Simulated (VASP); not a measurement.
A run of VASP 6.6.1 is set up as follows.

Contents of INCAR:

```
SYSTEM = ZnS
  PREC = Accurate
  ENCUT = 520
  EDIFF = 1E-6
  ISMEAR = 0
  SIGMA = 0.05
  LREAL = .FALSE.
  LASPH = .TRUE.
  NELM = 80
  ALGO = Normal
  ISIF = 2
  LWAVE = .FALSE.
  LCHARG = .TRUE.
  GGA = PE
  LELF = .TRUE.
  LVHAR = .TRUE.
  NBANDS = 26
```

KPOINTS

```
regular mesh
0
G
  12 12 4
  0 0 0
```

File POSCAR:

```
ZnS
1.0
    3.8454929889      0.0000000000      0.0000000000
   -1.9227464944      3.3302946184      0.0000000000
    0.0000000000      0.0000000000      6.3053333047
Zn S
2 2
Direct
    0.4606205728      0.7303102864      0.0291700766
    0.6666666667      0.3333333333      0.5052197899
    0.3333333333      0.6666666667      0.3797802101
    0.6666666667      0.3333333333      0.8797802101
```

Potentials or basis: VASP PAW PBE potentials, release 64 (Zn, S).

The run is started by

```bash
$ cat potpaw_PBE.64/Zn/POTCAR potpaw_PBE.64/S/POTCAR > POTCAR
$ mpirun -np 1 vasp_std > vasp.out
```

Task: Estimate the pressure.

Result: 1.7 GPa.

Task: Estimate the largest force.

Result: 0.967 eV/Å.

Task: Estimate the band gap on the k mesh.

Result: 1.82 eV, direct.

Stress tensor (GPa, compression positive):
```
 0.80 -0.97 -0.88
-0.97  1.92 -0.51
-0.88 -0.51  2.40
```

Caveat: the cell differs from its parent crystal (atom 1 (Zn) moved -0.450 Å towards its neighbour atom 4 (S) at 2.357 Å). A k mesh can miss the band edges.
